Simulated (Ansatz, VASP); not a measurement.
# AlNi3: VASP beside Ansatz

Contents of INCAR:

```
SYSTEM = AlNi3
PREC = Accurate
ENCUT = 520
EDIFF = 1E-6
ISMEAR = -1
SIGMA = 0.03
LREAL = .FALSE.
LASPH = .TRUE.
NELM = 60
ALGO = Normal
ISIF = 2
LWAVE = .FALSE.
LCHARG = .FALSE.
GGA = PE
NBANDS = 24
```

File KPOINTS:

```
regular mesh
0
G
  10 10 10
  0 0 0
```

Contents of POSCAR:

```
AlNi3
1.0
    3.2705142959      0.0000000000      0.0000000000
    0.0000000000      3.2705142959      0.0000000000
    0.0000000000      0.0000000000      3.2705142959
Al Ni
1 3
Direct
    0.0000000000      0.0000000000      0.0000000000
    0.0000000000      0.5000000000      0.5000000000
    0.5000000000      0.0000000000      0.5000000000
    0.5000000000      0.5000000000      0.0000000000
```

Input for Ansatz:

```yaml
crystal:
  lattice:
    - [3.2705142959, 0.0, 0.0]
    - [0.0, 3.2705142959, 0.0]
    - [0.0, 0.0, 3.2705142959]
  atoms:
    - { symbol: Al, position: [0.0, 0.0, 0.0] }
    - { symbol: Ni, position: [0.0, 0.5, 0.5] }
    - { symbol: Ni, position: [0.5, 0.0, 0.5] }
    - { symbol: Ni, position: [0.5, 0.5, 0.0] }
kpoints:
  mp_grid: { grid: [10, 10, 10] }
scf:
  occupations: { method: fermi_dirac, width: 0.03 }
hamiltonian:
  xc: pbe
  pseudopotentials: { kind: paw }
output:
  forces: true
  stress: true
  eigenvalues: true
```

Change from the starting cell: volume scaled by 0.8, no spin polarisation, PAW files.

Alike in both runs: task single point; functional PBE; k mesh 10 × 10 × 10; occupations fermi-dirac, width 0.03 eV; no spin polarisation.

```csv
,VASP,Ansatz
version,VASP 6.6.1,Ansatz 0.2.0
potentials or method,"VASP PAW PBE potentials, release 64 (Al, Ni)","PAW with Ansatz's default frozen-core files, scalar-relativistic"
plane-wave cutoff (eV),520,420
valence electrons in the cell,33,57
```

Ansatz gave:

* pressure (GPa): 85.3

Estimate VASP's values.

pressure (GPa): 84.9.

Both programs put the cell under a high pressure, so it lies far from rest at this level. With one functional, cell and mesh, what is left measures potentials, basis and numerics. VASP's potentials hold 33 valence electrons a cell and Ansatz's 57, so a difference there can come from the potentials and not from the codes.

Noted on VASP's run: the cell as given lies far from equilibrium.
